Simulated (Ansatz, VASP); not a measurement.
**La: VASP beside Ansatz**

File INCAR:

```
AGGAC = 1.0
AGGAX = 1.0
ALDAC = 0.0
ALDAX = 1.0
ALGO = Normal
EDIFF = 1E-6
ENCUT = 520
GGA = B5
ISIF = 2
ISMEAR = -1
LASPH = True
LCHARG = False
LREAL = False
LWAVE = False
NBANDS = 30
NELM = 80
PREC = Accurate
SIGMA = 0.1
```

KPOINTS

```
k-points
0
Gamma
  12 12 4
```

File POSCAR:

```
La
1.0
    3.7009894637      0.0000000000      0.0000000000
   -1.8504947318      3.2051508947      0.0000000000
    0.0000000000      0.0000000000     11.8980780671
La
4
Direct
    1.0000000000      1.0000000000      0.0000000000
    0.0000000000      1.0000000000      0.5000000000
    0.3333333333      0.6666666667      0.7500000000
    0.6666666667      0.3333333333      0.2500000000
```

Input for Ansatz:

```yaml
crystal:
  lattice:
    - [3.7009894637, 0.0, 0.0]
    - [-1.8504947318, 3.2051508947, 0.0]
    - [0.0, 0.0, 11.8980780329]
  atoms:
    - { symbol: La, position: [1.0, 1.0, 1.0] }
    - { symbol: La, position: [1.0, 1.0, 0.5] }
    - { symbol: La, position: [0.3333333333, 0.6666666667, 0.75] }
    - { symbol: La, position: [0.6666666667, 0.3333333333, 0.25] }
hamiltonian:
  xc: blyp
  pseudopotentials:
    kind: paw
    azcp:
      La: "pseudopotentials/La.paw.azcp"
basis:
  ecutwfc: 420
  fft_grid_basis: typed
kpoints:
  mp_grid: { grid: [12, 12, 4], shift: [0, 0, 0] }
magnetization:
  spin_polarized: false
scf:
  occupations: { method: fermi_dirac, width: 0.1 }
output:
  stress: true
```

Alike in both runs: task single point; functional BLYP; k mesh 12 × 12 × 4; occupations fermi-dirac, width 0.1 eV; no spin polarisation.

|  | VASP | Ansatz |
| --- | --- | --- |
| version | VASP 6.6.1 | Ansatz 0.2.0 |
| potentials or method | VASP PAW PBE potentials, release 64 (La), cutoff 520 eV | plane waves (420 eV) with PAW, scalar-relativistic |
| valence electrons in the cell | 44 | 44 |

|  | VASP | Ansatz | Ansatz less VASP |
| --- | --- | --- | --- |
| pressure (GPa) | 3.8 | 3.8 | +0.04 |

VASP's potentials were made for PBE, not for BLYP.

Neither program's run includes spin-orbit coupling.
